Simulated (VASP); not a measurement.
# Ga (I4/mmm) in VASP: notebook, part 2 of 3

VASP 6.6.1.

**3. Single point, PBE (17.14 Å³/atom)**

This run uses another cell than the first one, of 17.14 Å³/atom.

The input, INCAR:

```
SYSTEM = Ga
ALGO     = Normal         ! electronic algorithm
EDIFF    = 1E-7           ! SCF threshold, eV
ENCUT    = 520            ! plane-wave cutoff, eV
GGA      = PE             ! functional
ISIF     = 2              ! what is computed and relaxed
ISMEAR   = -1             ! smearing method
ISYM     = 0            
LASPH    = .True.         ! aspherical terms in the spheres
LCHARG   = .False.        ! write CHGCAR
LREAL    = .False.        ! projectors in reciprocal space
LWAVE    = .False.        ! write WAVECAR
NBANDS   = 12             ! bands
NELM     = 80             ! most SCF steps
PREC     = Accurate       ! precision mode
SIGMA    = 0.05           ! smearing width, eV
```

The input, KPOINTS:

```
k-points
0
Gamma
  14 14 16
  0 0 0
```

The input, POSCAR:

```
Ga
1.0
   -1.3922011228      1.3922011228      2.2102680220
    1.3922011228     -1.3922011228      2.2102680220
    1.3922011228      1.3922011228     -2.2102680220
Ga
1
Direct
    0.0000000000      0.0000000000      0.0000000000
```

Potentials or basis: VASP PAW PBE potentials, release 64 (Ga_d).

Started as:

```bash
$ cat potpaw_PBE.64/Ga_d/POTCAR > POTCAR
$ mpirun -np 1 vasp_std > vasp.out
```

OUTCAR:

```text
SYSTEM = Ga
   EDIFF = 1E-7
   ENCUT = 520
   GGA = PE
   ISIF = 2
   ISMEAR = -1
   ISYM = 0
   LASPH = .True.
   LREAL = .False.
   NELM = 80
   PREC = Accurate

 ion  position               nearest neighbor table
   1  0.000  0.000  0.000-

IMPORTANT INFORMATION: All symmetrisations will be switched off!
NOSYMM: (Re-)initialisation of all symmetry stuff for point group C_1.

----------------------------------------------------------------------------------------

                                     Primitive cell

  volume of cell :      17.1360

  direct lattice vectors                    reciprocal lattice vectors
    -1.392201123  1.392201123  2.210268022     0.000000000  0.359143512  0.226216909
     1.392201123 -1.392201123  2.210268022     0.359143512  0.000000000  0.226216909
     1.392201123  1.392201123 -2.210268022     0.359143512  0.359143512  0.000000000

  length of vectors
     2.960022409  2.960022409  2.960022409     0.424450411  0.424450411  0.507905625

  position of ions in fractional coordinates (direct lattice)
     0.000000000  0.000000000  0.000000000

  ion indices of the primitive-cell ions
   primitive index   ion index
                 1           1

----------------------------------------------------------------------------------------

 KPOINTS: k-points

Automatic generation of k-mesh.
 Grid dimensions read from file:
 generate k-points for:   14   14   16

 Generating k-lattice:

  Cartesian coordinates                     Fractional coordinates (reciprocal lattice)
     0.000000000  0.025653108  0.016158351     0.071428571  0.000000000 -0.000000000
     0.025653108  0.000000000  0.016158351     0.000000000  0.071428571 -0.000000000
     0.022446469  0.022446469  0.000000000     0.000000000  0.000000000  0.062500000

  Length of vectors
     0.030317887  0.030317887  0.031744102

  Shift w.r.t. Gamma in fractional coordinates (k-lattice)
[... 98 lines left out ...]
   LORBIT       =      0    0 simple, 1 ext, 2 COOP (PROOUT), +10 PAW based schemes
   GGA     = PE    functional components
   LHFCALC =     F    Hartree Fock is set to
   AEXX    =    0.0000 exact exchange contribution
   IVDW    =     0    specifies the selected vdW correction
   LEPSILON=     F    determine dielectric tensor
   LRPA    =     F    only Hartree local field effects (RPA)
 non-spin polarized calculation
  energy-cutoff  :      520.00
  volume of cell :       17.14
 maximum number of plane-waves:       472
 NGX is ok and might be reduce to    24
   NGX = 11   NGY = 11   NGZ = 11

 number of electron      13.0000003 magnetization

 Free energy of the ion-electron system (eV)
  ---------------------------------------------------
  ext. energy  EPLUGINS =         0.00000000
  ---------------------------------------------------
  free energy    TOTEN  =        -2.85764662 eV

  energy without entropy =       -2.85499150  energy(sigma->0) =       -2.85631906

 E-fermi :   6.5292     XC(G=0): -11.5071

 val. band max:        6.5168474333   @ k =  -0.4286  -0.3571   0.4375
 cond. band min:       6.5543508216   @ k =   0.2143   0.0714   0.2500
 fundamental gap:      0.0375033883
 Fermi energy:         6.5292210232

 k-point     1 :       0.0000    0.0000    0.0000
  band No.  band energies     occupation
      1      -8.6087      2.00000
      2      -8.4686      2.00000
      3      -8.4681      2.00000
      4      -8.4427      2.00000
      5      -8.2955      2.00000
      6      -5.3194      2.00000
      7      19.8168      0.00000
      8      19.8173      0.00000
      9      19.8856      0.00000
     10      23.0559      0.00000
     11      23.2128      0.00000
     12      23.8446      0.00000
[... 331 lines left out ...]
 k-point    24 :       0.0714    0.1429   -0.0000
  band No.  band energies     occupation
      1      -8.5821      2.00000
      2      -8.4816      2.00000
      3      -8.4467      2.00000
      4      -8.4135      2.00000
      5      -8.3078      2.00000
      6      -4.4433      2.00000
      7      14.2243      0.00000
      8      16.6738      0.00000
      9      18.9205      0.00000
     10      21.9507      0.00000
     11      22.6184      0.00000
     12      24.8996      0.00000

 [... further k-points ...]

------------------------ aborting loop because EDIFF is reached ----------------------------------------

  FORCE on cell =-STRESS in cart. coord.  units (eV):
  Direction    XX          YY          ZZ          XY          YZ          ZX
  --------------------------------------------------------------------------------------
  -------------------------------------------------------------------------------------
  Total        0.6978402      0.6978402      0.6173961      0.0042076      0.0110025      0.0110023
  in kB       65.2465682     65.2465641     57.7252183      0.3934010      1.0287115      1.0286872
  external PRESSURE =      62.7394502 kB  Pullay stress =       0.0000000 kB

 VOLUME and BASIS-vectors are now :
 -----------------------------------------------------------------------------
  energy-cutoff  :      520.00
  volume of cell :       17.14
      direct lattice vectors                 reciprocal lattice vectors
    -1.392201123  1.392201123  2.210268022     0.000000000  0.359143512  0.226216909
     1.392201123 -1.392201123  2.210268022     0.359143512  0.000000000  0.226216909
     1.392201123  1.392201123 -2.210268022     0.359143512  0.359143512  0.000000000

 POSITION                                       TOTAL-FORCE (eV/Angst)
 -----------------------------------------------------------------------------------
      0.00000      0.00000      0.00000         0.000000     -0.000000      0.000000
 -----------------------------------------------------------------------------------
    total drift:                                0.000000     -0.000000      0.000000

  FREE ENERGIE OF THE ION-ELECTRON SYSTEM (eV)
  ---------------------------------------------------
  free  energy   TOTEN  =        -2.8576466202 eV

  energy  without entropy=       -2.8549914953  energy(sigma->0) =       -2.85631906
```

OSZICAR:

```text
N       E                     dE             d eps       ncg     rms          rms(c)
DAV:   1     0.432061697450E+02    0.43206E+02   -0.66799E+03 41360   0.194E+03
DAV:   2    -0.860969998770E+00   -0.44067E+02   -0.42325E+02 39780   0.262E+02
DAV:   3    -0.287433899024E+01   -0.20134E+01   -0.20074E+01 43204   0.450E+01
DAV:   4    -0.288986651529E+01   -0.15528E-01   -0.15526E-01 43080   0.417E+00
DAV:   5    -0.289002820849E+01   -0.16169E-03   -0.16169E-03 44584   0.410E-01    0.952E-01
DAV:   6    -0.286438993731E+01    0.25638E-01   -0.39914E-02 47284   0.426E+00    0.477E-01
DAV:   7    -0.285833576212E+01    0.60542E-02   -0.75371E-03 53552   0.156E+00    0.127E-01
DAV:   8    -0.285764280583E+01    0.69296E-03   -0.71140E-04 44720   0.495E-01    0.904E-03
DAV:   9    -0.285764623597E+01   -0.34301E-05   -0.72660E-06 51504   0.402E-02    0.337E-03
DAV:  10    -0.285764670185E+01   -0.46589E-06   -0.25835E-07 43360   0.799E-03    0.337E-04
DAV:  11    -0.285764662015E+01    0.81700E-07   -0.56676E-09 28944   0.128E-03
   1 F= -.28576466E+01 E0= -.28563191E+01  d E =-.265512E-02
```

Run time: 80 s. Hardware: 1 thread of Intel Xeon 6975P-C (Granite Rapids), shared host; peak memory 0.4 GiB.

Results:

```yaml
Free_energy: -2.8576 eV
Pressure: 6.3 GPa
Band_gap_on_the_k_mesh: zero (an odd number of electrons rules out a gap without spin polarisation)
```

Stress tensor (GPa, compression positive):
```
6.52 0.04 0.10
0.04 6.52 0.10
0.10 0.10 5.77
```

Levels at points of the mesh, in eV from the Fermi level:
```
           k point  band 4  band 5  band 6  band 7  band 8  band 9
(0.00, 0.00, 0.00)  -14.97  -14.82  -11.85   13.29   13.29   13.36
(0.50, 0.00, 0.00)  -14.79  -14.74   -5.02   -4.46    8.91   12.16
(0.00, 0.50, 0.00)  -14.79  -14.74   -5.02   -4.46    8.91   12.16
(0.50, 0.50, 0.00)  -14.78  -14.67   -2.38   -1.29    4.18    5.10
(0.00, 0.00, 0.50)  -14.78  -14.67   -2.38   -1.29    4.18    5.10
(0.50, 0.00, 0.50)  -14.79  -14.74   -5.02   -4.46    8.91   12.16
(0.00, 0.50, 0.50)  -14.79  -14.74   -5.02   -4.46    8.91   12.16
(0.50, 0.50, 0.50)  -14.75  -14.75   -3.86   -3.84    6.64    6.64
```

Caveat: the cell stands under pressure.

(Part 2 of 3 ends here.)

The gap in the log of VASP goes by the Fermi energy; the results here count the filled bands.